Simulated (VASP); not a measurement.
# ZnS (P6_3mc) in VASP: single point with PBE

Aim: the single point of ZnS with PBE.

Program: VASP 6.6.1. These are calculated values, not measurements. Logs are shortened: lines on timing, memory, paths and dates and some standing lists are left out, and cuts for length are marked.

### Step 1. The cell of the first run

Symmetry: P6_3mc, No. 186, hexagonal system. Conventional cell: a = 3.781 Å, b = 3.781 Å, c = 24.708 Å, α = 90.00°, β = 90.00°, γ = 120.00°. Within 3.1 Å of Zn (site symmetry 3m) lie 4 S at 2.32 Å. Within 3.1 Å of Zn (site symmetry 3m) lie 4 S at 2.32 Å. Zn (site symmetry 3m) has 4 S at 2.32 Å within 3.1 Å. Within 3.1 Å of Zn (site symmetry 3m) lie 4 S at 2.32 Å. Within 3.1 Å of S (site symmetry 3m) lie 4 Zn at 2.32 Å. Within 3.1 Å of S (site symmetry 3m) lie 4 Zn at 2.32 Å. S (site symmetry 3m) has 4 Zn at 2.32 Å within 3.1 Å. Within 3.1 Å of S (site symmetry 3m) lie 4 Zn at 2.32 Å.

### Step 2. Single point, PBE (19.12 Å³/atom)

Contents of INCAR:

```
PREC     = Accurate       # precision mode
ENCUT    = 520            # plane-wave cutoff, eV
EDIFF    = 1E-6           # SCF threshold, eV
ISMEAR   = -1             # smearing method
SIGMA    = 0.02           # smearing width, eV
LREAL    = Auto         
LASPH    = True           # aspherical terms in the spheres
NELM     = 60             # most SCF steps
ALGO     = Normal         # electronic algorithm
ISIF     = 2              # what is computed and relaxed
LWAVE    = False          # write WAVECAR
LCHARG   = False          # write CHGCAR
GGA      = PE             # functional
NBANDS   = 86             # bands
```

Contents of KPOINTS:

```
regular mesh
0
Gamma
  8 8 2
```

Contents of POSCAR:

```
ZnS
1.0
    3.7814115032      0.0000000000      0.0000000000
   -1.8907057516      3.2747984239      0.0000000000
    0.0000000000      0.0000000000     24.7078615493
Zn S
8 8
Direct
    0.0000000000      0.0000000000      0.0000026567
    0.0000000000      0.0000000000      0.5000026567
    0.3333333333      0.6666666667      0.1249281714
    0.6666666667      0.3333333333      0.6249281714
    0.3333333333      0.6666666667      0.3750898986
    0.6666666667      0.3333333333      0.8750898986
    0.3333333333      0.6666666667      0.7500146005
    0.6666666667      0.3333333333      0.2500146005
    0.0000000000      0.0000000000      0.0937606621
    0.0000000000      0.0000000000      0.5937606621
    0.3333333333      0.6666666667      0.2186851917
    0.6666666667      0.3333333333      0.7186851917
    0.3333333333      0.6666666667      0.4688336000
    0.6666666667      0.3333333333      0.9688336000
    0.3333333333      0.6666666667      0.8438852190
    0.6666666667      0.3333333333      0.3438852190
```

Potentials or basis: VASP PAW PBE potentials, release 64 (Zn, S).

Run with:

```sh
$ cat potpaw_PBE.64/Zn/POTCAR potpaw_PBE.64/S/POTCAR > POTCAR
$ mpirun -np 1 vasp_std > vasp.out
```

OUTCAR:

```text
PREC = Accurate
   ENCUT = 520
   EDIFF = 1E-6
   ISMEAR = -1
   LREAL = Auto
   LASPH = True
   NELM = 60
   ISIF = 2
   GGA = PE

 ion  position               nearest neighbor table
   1  0.000  0.000  0.000-  14 2.32  14 2.32  14 2.32   9 2.32
   2  0.000  0.000  0.500-  13 2.32  13 2.32  13 2.32  10 2.32
   3  0.333  0.667  0.125-   9 2.32   9 2.32   9 2.32  11 2.32
   4  0.667  0.333  0.625-  10 2.32  10 2.32  10 2.32  12 2.32
   5  0.333  0.667  0.375-  16 2.32  16 2.32  16 2.32  13 2.32
   6  0.667  0.333  0.875-  15 2.32  15 2.32  15 2.32  14 2.32
[... 8 lines left out ...]
  15  0.333  0.667  0.844-   6 2.32   6 2.32   6 2.32   7 2.32
  16  0.667  0.333  0.344-   5 2.32   5 2.32   5 2.32   8 2.32

  LATTYP: Found a hexagonal cell.
 ALAT       =     3.7814115032
 C/A-ratio  =     6.5340314135

  Lattice vectors:

 A1 = (   3.7814115032,   0.0000000000,   0.0000000000)
 A2 = (  -1.8907057516,   3.2747984239,   0.0000000000)
 A3 = (   0.0000000000,   0.0000000000,  24.7078615493)

Analysis of symmetry for initial positions (statically):
=====================================================================
 Subroutine PRICEL returns:
 Original cell was already a primitive cell.

 Routine SETGRP: Setting up the symmetry group for a
 hexagonal supercell.

 Subroutine GETGRP returns: Found 12 space group operations
 (whereof  6 operations were pure point group operations)
 out of a pool of 24 trial point group operations.

The static configuration has the point symmetry C_3v.
 The point group associated with its full space group is C_6v.

Analysis of symmetry for dynamics (positions and initial velocities):
=====================================================================
 Subroutine PRICEL returns:
 Original cell was already a primitive cell.

 Routine SETGRP: Setting up the symmetry group for a
 hexagonal supercell.

 Subroutine GETGRP returns: Found 12 space group operations
 (whereof  6 operations were pure point group operations)
 out of a pool of 24 trial point group operations.

The dynamic configuration has the point symmetry C_3v.
 The point group associated with its full space group is C_6v.

 Subroutine INISYM returns: Found 12 space group operations
 (whereof  6 operations are pure point group operations),
 and found     1 'primitive' translations

----------------------------------------------------------------------------------------

                                     Primitive cell

  volume of cell :     305.9664

  direct lattice vectors                    reciprocal lattice vectors
     3.781411503  0.000000000  0.000000000     0.264451515  0.152681153  0.000000000
    -1.890705752  3.274798424  0.000000000     0.000000000  0.305362306  0.000000000
     0.000000000  0.000000000 24.707861549     0.000000000  0.000000000  0.040472948

  length of vectors
     3.781411503  3.781411503 24.707861549     0.305362306  0.305362306  0.040472948

  position of ions in fractional coordinates (direct lattice)
     0.000000000  0.000000000  0.000002657
     0.000000000  0.000000000  0.500002657
     0.333333333  0.666666667  0.124928171
     0.666666667  0.333333333  0.624928171
     0.333333333  0.666666667  0.375089899
     0.666666667  0.333333333  0.875089899
[... 8 lines left out ...]
     0.333333333  0.666666667  0.843885219
     0.666666667  0.333333333  0.343885219

  ion indices of the primitive-cell ions
   primitive index   ion index
                 1           1
                 2           2
                 3           3
                 4           4
                 5           5
                 6           6
[... 8 lines left out ...]
                15          15
                16          16

----------------------------------------------------------------------------------------

 KPOINTS: regular mesh

Automatic generation of k-mesh.
 Grid dimensions read from file:
 generate k-points for:    8    8    2

 Generating k-lattice:

  Cartesian coordinates                     Fractional coordinates (reciprocal lattice)
     0.033056439  0.019085144  0.000000000     0.125000000  0.000000000  0.000000000
     0.000000000  0.038170288  0.000000000     0.000000000  0.125000000  0.000000000
     0.000000000  0.000000000  0.020236474     0.000000000  0.000000000  0.500000000

  Length of vectors
     0.038170288  0.038170288  0.020236474

  Shift w.r.t. Gamma in fractional coordinates (k-lattice)
     0.000000000  0.000000000  0.000000000

 Subroutine IBZKPT returns following result:
 ===========================================

 Found     20 irreducible k-points:

 Following reciprocal coordinates:
            Coordinates               Weight
  0.000000  0.000000  0.000000      1.000000
  0.125000 -0.000000  0.000000      6.000000
  0.250000 -0.000000  0.000000      6.000000
  0.375000 -0.000000  0.000000      6.000000
  0.500000 -0.000000  0.000000      3.000000
  0.125000  0.125000  0.000000      6.000000
[... 12 lines left out ...]
  0.250000  0.250000  0.500000      6.000000
  0.375000  0.250000  0.500000      6.000000
   k-points           NKPTS =     20   k-points in BZ     NKDIM =     20   number of bands    NBANDS=     86
   number of dos      NEDOS =    301   number of ions     NIONS =     16
   total plane-waves  NPLWV = 150528
   dimension x,y,z NGX =    28 NGY =   28 NGZ =  192
   dimension x,y,z NGXF=    56 NGYF=   56 NGZF=  384
   ions per type =               8   8
   NGX,Y,Z   is equivalent  to a cutoff of  12.31, 12.31, 12.92 a.u.
   NGXF,Y,Z  is equivalent  to a cutoff of  24.62, 24.62, 25.84 a.u.
 SYSTEM =  unknown system
   PREC   = accura    normal or accurate (medium, high low for compatibility)
   ISTART =      0    job   : 0-new  1-cont  2-samecut
   ICHARG =      2    charge: 1-file 2-atom 10-const
   ISPIN  =      1    spin polarized calculation?
   LNONCOLLINEAR =      F non collinear calculations
   LSORBIT =      F    spin-orbit coupling
   LASPH  =      T    aspherical Exc in radial PAW
   ENCUT  =  520.0 eV  38.22 Ry    6.18 a.u.   7.03  7.03 45.94*2*pi/ulx,y,z
   NELM   =     60;   NELMIN=  2; NELMDL= -5     # of ELM steps
   EDIFF  = 0.1E-05   stopping-criterion for ELM
   LREAL  =      T    real-space projection
   EDIFFG = 0.1E-04   stopping-criterion for IOM
   NSW    =      0    number of steps for IOM
   IBRION =     -1    ionic relax: 0-MD 1-quasi-New 2-CG
   NFREE  =      0    steps in history (QN), initial steepest desc. (CG)
   ISIF   =      2    stress and relaxation
   ISYM   =      2    0-nonsym 1-usesym 2-fastsym
   POTIM  = 0.5000    time-step for ionic-motion
   TEBEG  =    0.0;   TEEND  =   0.0 temperature during run
   PSTRESS=    0.0 pullay stress
   NELECT =     144.0000    total number of electrons
   NUPDOWN=      -1.0000    fix difference up-down
   EMIN   =  10.00;   EMAX   =-10.00  energy-range for DOS
   EFERMI =   0.00;   METHOD = LEGACY
   ISMEAR =    -1;   SIGMA  =   0.02  broadening in eV -4-tet -1-fermi 0-gaus
   EFERMI_NEDOS =   21; number of points for ismear=-14 and -15
   IALGO  =     38    algorithm
   IMIX   =      4    mixing-type and parameters
     AMIX     =   0.40;   BMIX     =  1.00
     AMIX_MAG =   1.60;   BMIX_MAG =  1.00
  volume/ion in A,a.u.               =      19.12       129.05
  Fermi-wavevector in a.u.,A,eV,Ry     =   1.273418  2.406412 22.063130  1.621594
  Thomas-Fermi vector in A             =   2.406243
   LORBIT       =      0    0 simple, 1 ext, 2 COOP (PROOUT), +10 PAW based schemes
   GGA     = PE    functional components
   LHFCALC =     F    Hartree Fock is set to
   AEXX    =    0.0000 exact exchange contribution
   IVDW    =     0    specifies the selected vdW correction
   LEPSILON=     F    determine dielectric tensor
   LRPA    =     F    only Hartree local field effects (RPA)
 non-spin polarized calculation
  energy-cutoff  :      520.00
  volume of cell :      305.97
 maximum number of plane-waves:      8279
   NGX = 15   NGY = 15   NGZ = 91

 number of electron     143.9999914 magnetization

 Free energy of the ion-electron system (eV)
  ---------------------------------------------------
  ext. energy  EPLUGINS =         0.00000000
  ---------------------------------------------------
  free energy    TOTEN  =       -54.58787513 eV

  energy without entropy =      -54.58787513  energy(sigma->0) =      -54.58787513

 E-fermi :   2.8626     XC(G=0):  -9.7755

 val. band max:        2.4055295246   @ k =   0.0000   0.0000   0.0000
 cond. band min:       4.6777110074   @ k =   0.0000   0.0000   0.0000
 fundamental gap:      2.2721814827
 Fermi energy:         2.8626354565

 k-point     1 :       0.0000    0.0000    0.0000
  band No.  band energies     occupation
      1     -10.9623      2.00000
      2     -10.8414      2.00000
      3     -10.8358      2.00000
      4     -10.5169      2.00000
      5     -10.5125      2.00000
      6     -10.1490      2.00000
[... 76 lines left out ...]
     83       8.7423      0.00000
     84       8.7424      0.00000

 k-point     2 :       0.1250   -0.0000    0.0000
  band No.  band energies     occupation
      1     -10.8523      2.00000
      2     -10.7361      2.00000
      3     -10.7307      2.00000
      4     -10.4259      2.00000
      5     -10.4214      2.00000
      6     -10.0776      2.00000
[... 1555 lines left out ...]
     83       8.4479      0.00000
     84       8.4479      0.00000

 k-point    20 :       0.3750    0.2500    0.5000
  band No.  band energies     occupation
      1      -9.8106      2.00000
      2      -9.8106      2.00000
      3      -9.7702      2.00000
      4      -9.7702      2.00000
      5      -9.7136      2.00000
      6      -9.7136      2.00000
[... 76 lines left out ...]
     83       8.4383      0.00000
     84       8.4383      0.00000
 [bands above 84 left out]

------------------------ aborting loop because EDIFF is reached ----------------------------------------

  FORCE on cell =-STRESS in cart. coord.  units (eV):
  Direction    XX          YY          ZZ          XY          YZ          ZX
  --------------------------------------------------------------------------------------
  -------------------------------------------------------------------------------------
  Total        8.1465916      8.1465916      8.2357755      0.0000000      0.0000000      0.0000000
  in kB       42.6592143     42.6592143     43.1262217      0.0000000      0.0000000      0.0000000
  external PRESSURE =      42.8148834 kB  Pullay stress =       0.0000000 kB

 VOLUME and BASIS-vectors are now :
 -----------------------------------------------------------------------------
  energy-cutoff  :      520.00
  volume of cell :      305.97
      direct lattice vectors                 reciprocal lattice vectors
     3.781411503  0.000000000  0.000000000     0.264451515  0.152681153  0.000000000
    -1.890705752  3.274798424  0.000000000     0.000000000  0.305362306  0.000000000
     0.000000000  0.000000000 24.707861549     0.000000000  0.000000000  0.040472948

 POSITION                                       TOTAL-FORCE (eV/Angst)
 -----------------------------------------------------------------------------------
      0.00000      0.00000      0.00007         0.000000      0.000000      0.007133
      0.00000      0.00000     12.35400        -0.000000      0.000000      0.007133
     -0.00000      2.18320      3.08671         0.000000     -0.000000      0.006114
      1.89071      1.09160     15.44064        -0.000000      0.000000      0.006114
     -0.00000      2.18320      9.26767         0.000000      0.000000      0.014147
      1.89071      1.09160     21.62160         0.000000     -0.000000      0.014147
[... 8 lines left out ...]
     -0.00000      2.18320     20.85060        -0.000000      0.000000      0.002607
      1.89071      1.09160      8.49667         0.000000     -0.000000      0.002607
 -----------------------------------------------------------------------------------
    total drift:                               -0.000003     -0.000005      0.007017

  FREE ENERGIE OF THE ION-ELECTRON SYSTEM (eV)
  ---------------------------------------------------
  free  energy   TOTEN  =       -54.5878751295 eV

  energy  without entropy=      -54.5878751295  energy(sigma->0) =      -54.58787513
```

It took 39 min on 1 thread of Intel Xeon 8259CL, shared host; peak memory 0.58 GiB.

What came out:

- Free energy: -54.5879 eV
- Pressure: 4.3 GPa
- Largest force: 0.017 eV/Å
- Band gap on the k mesh: 2.27 eV

Forces on the atoms (eV/Å):
```
Zn   0.000  0.000  0.007
Zn   0.000  0.000  0.007
Zn   0.000  0.000  0.006
Zn   0.000  0.000  0.006
Zn   0.000  0.000  0.014
Zn   0.000  0.000  0.014
Zn   0.000  0.000  0.003
Zn   0.000  0.000  0.003
S    0.000  0.000 -0.007
S    0.000  0.000 -0.007
S    0.000  0.000 -0.017
S    0.000  0.000 -0.017
S    0.000  0.000 -0.009
S    0.000  0.000 -0.009
S    0.000  0.000  0.003
S    0.000  0.000  0.003
```

Caveat: the cell stands under pressure. A k mesh can miss the band edges.
